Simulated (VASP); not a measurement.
Runs of VASP 6.6.1 on HfN. The structure is that of space group Fm-3m (No. 225), or close to it. The cells are those of the table. 

```csv
task,cell,cutoff (eV),gap on the mesh (eV),pressure (GPa)
single point,"a = 3.195, b = 3.195, c = 3.147 Å, angles 60.5, 60.5, 61.0°, 2 atoms",600,none,3.0
electric field gradients,"a = 3.195, b = 3.195, c = 3.147 Å, angles 60.5, 60.5, 61.0°, 2 atoms",520,none,(a)
electric field gradients,"a = 3.211, b = 3.211, c = 3.163 Å, angles 60.5, 60.5, 59.0°, 2 atoms",520,none,3.6
single point,"a = 3.211, b = 3.211, c = 3.163 Å, angles 60.5, 60.5, 59.0°, 2 atoms",600,none,3.5
```

Alike in all rows: level PBE; potentials or basis VASP PAW PBE potentials, release 64 (Hf_pv, N); no spin polarisation; k mesh 10 × 10 × 10; smearing fermi-dirac 0.01 eV.

Estimate the missing entries.

(a) 3.1.

Caveats: spin-orbit coupling is left out, which moves the levels of the heavy elements; the cell stands under pressure (at least some runs); the stress differs along the axes, from -5 to 8 GPa (at least some runs).

A k mesh can miss the band edges, and the runs leave out spin-orbit coupling on Hf.

A gap of «none» marks levels without a gap at the run's occupations.
